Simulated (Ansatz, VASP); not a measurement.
# B in VASP and in Ansatz

```
B
1.0
     0.00000    2.68807    3.29681
     1.69567    0.00000    3.29681
     1.69567    2.68807    0.00000
B
4
Direct
  0.75000 0.75000 0.75000
  0.25000 0.25000 0.25000
  0.63004 0.63004 0.36996
  0.36996 0.36996 0.63004
```

Change from the starting cell: the structure that the rattled simple hexagonal type (P6/mmm, No. 191) fell into.

Alike in both runs: functional PBEsol; k mesh 18 × 18 × 18; occupations gaussian, width 0.1 eV; no spin polarisation.

Ansatz relaxed the structure, and its values are those at the end. VASP's run is a single point on that final structure, the one shown.

|  | VASP | Ansatz |
| --- | --- | --- |
| version | VASP 6.6.1 | Ansatz 0.2.0 |
| potentials or method | VASP PAW PBE potentials, release 64 (B), cutoff 520 eV | scalar-relativistic, plane waves, PAW |
| valence electrons in the cell | 12 | 12 |

Ansatz gave:

| Property | Result |
| --- | --- |
| gap on the k mesh at the Fermi level (eV) | none |
| pressure (GPa) | 0.0 |

Q: Estimate VASP's values.

A: gap on the k mesh at the Fermi level (eV): none; pressure (GPa): 0.3.

VASP's potentials were made for PBE, not for PBEsol. A gap of «none» marks a metal or a gap that the smearing closes.
